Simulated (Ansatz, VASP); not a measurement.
**NiO2 in VASP and in Ansatz**

The input INCAR:

```
SYSTEM = NiO2
PREC = Accurate
ENCUT = 520
EDIFF = 1E-6
ISMEAR = 0
SIGMA = 0.05
LREAL = .FALSE.
LASPH = .TRUE.
NELM = 100
ALGO = Normal
ISIF = 2
LWAVE = .FALSE.
LCHARG = .FALSE.
NBANDS = 18
```

Contents of KPOINTS:

```
Automatic mesh
0
G
  12 12 6
  0 0 0
```

POSCAR

```
NiO2
1.0
    2.7239885620      0.0000000000      0.0000000000
   -1.3619942810      2.3590432943      0.0000000000
    0.0000000000      0.0000000000      4.3267834318
Ni O
1 2
Direct
    0.0000000000      0.0000000000      0.5000000000
    0.6666666667      0.3333333333      0.7186230907
    0.3333333333      0.6666666667      0.2813769093
```

Input for Ansatz:

```yaml
crystal:
  lattice:
    - [2.723988562, 0.0, 0.0]
    - [-1.361994281, 2.3590432943, 0.0]
    - [0.0, 0.0, 4.3267834318]
  atoms:
    - { symbol: Ni, position: [0.0, 0.0, 0.5] }
    - { symbol: O, position: [0.6666666667, 0.3333333333, 0.7186230907] }
    - { symbol: O, position: [0.3333333333, 0.6666666667, 0.2813769093] }
basis:
  ecutwfc: 520.0
kpoints:
  mp_grid: { grid: [12, 12, 6] }
hamiltonian:
  xc: lda
  pseudopotentials: { kind: paw }
scf:
  occupations: { method: gaussian, width: 0.05 }
output:
  forces: true
  stress: true
  eigenvalues: true
```

Alike in both runs: task single point; functional LDA; k mesh 12 × 12 × 6; occupations gaussian, width 0.05 eV; no spin polarisation.

|  | VASP | Ansatz |
| --- | --- | --- |
| version | VASP 6.6.1 | Ansatz 0.2.0 |
| potentials or method | VASP PAW LDA potentials, release 64 (Ni, O), cutoff 520 eV | scalar-relativistic, plane waves, PAW |
| valence electrons in the cell | 22 | 30 |

|  | VASP | Ansatz | Ansatz less VASP |
| --- | --- | --- | --- |
| gap on the k mesh at the Fermi level (eV) | 0.80 | 0.83 | +0.033 |
| least direct gap on the mesh (eV) | 1.02 | 1.05 | +0.030 |
| pressure (GPa) | 3.9 | 2.9 | -1.06 |
| traceless stress, the component that is largest in VASP (GPa) | -5.31 | -4.85 | +0.462 |
| rms of the force components (eV/Å) | 0.022 | 0.072 | +0.0504 |

LDA's correlation is that of Perdew and Zunger in VASP and of Perdew and Wang (1992) in Ansatz. Atom by atom the forces differ by 0.050 eV/Å (rms over components). VASP's potentials hold 22 valence electrons a cell and Ansatz's 30, so a difference there can come from the potentials and not from the codes.
